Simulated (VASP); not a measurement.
Here is a VASP 6.6.1 calculation.

File INCAR:

```
  ALGO = Normal
  EDIFF = 1E-7
  ENCUT = 520
  GGA = PS
  ISIF = 2
  ISMEAR = -1
  LASPH = True
  LCHARG = False
  LREAL = False
  LWAVE = False
  NBANDS = 22
  NELM = 60
  PREC = Accurate
  SIGMA = 0.05
```

The input KPOINTS:

```
k-points
0
Gamma
  13 13 7
```

The input POSCAR:

```
Rh
1.0
    2.7157318845      0.0000000000      0.0000000000
   -1.3578659422      2.3518928018      0.0000000000
    0.0000000000      0.0000000000      4.3994856529
Rh
2
Direct
    0.3333333333      0.6666666667      0.2500000000
    0.6666666667      0.3333333333      0.7500000000
```

Potentials or basis: VASP PAW PBE potentials, release 64 (Rh_pv).

The run is started by

```console
$ cat potpaw_PBE.64/Rh_pv/POTCAR > POTCAR
$ mpirun -np 1 vasp_std > vasp.out
```

Question: What does it give for the band gap on the k mesh?

Answer: Zero (band 15 reaches 12.06 eV, above the bottom of band 16 at 9.78 eV).

Question: Estimate the pressure.

Answer: -9.6 GPa.

Stress tensor (GPa, compression positive):
```
 -9.25   0.00   0.00
  0.00  -9.25   0.00
  0.00   0.00 -10.31
```

Caveat: the PAW data sets were made with another functional, which shifts forces and pressure a little.
